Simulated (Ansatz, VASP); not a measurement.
## Cu in VASP and in Ansatz

```
Cu
1.0
     0.00000    1.80750    1.80750
     1.80750    0.00000    1.80750
     1.80750    1.80750    0.00000
Cu
1
Cartesian
  0.0000 0.0000 0.0000
```

Alike in both runs: task single point; functional PBE; k mesh 14 × 14 × 14; occupations methfessel-paxton of order 1, width 0.05 eV; no spin polarisation.

```csv
,VASP,Ansatz
version,VASP 6.6.1,Ansatz 0.2.0
potentials or method,"VASP PAW PBE potentials, release 64 (Cu), cutoff 600 eV","plane waves, PAW"
valence electrons in the cell,11,19
```

```csv
,VASP,Ansatz,Ansatz less VASP
pressure (GPa),2.4,1.8,-0.64
```

VASP's potentials hold 11 valence electrons a cell and Ansatz's 19, so a difference there can come from the potentials and not from the codes.
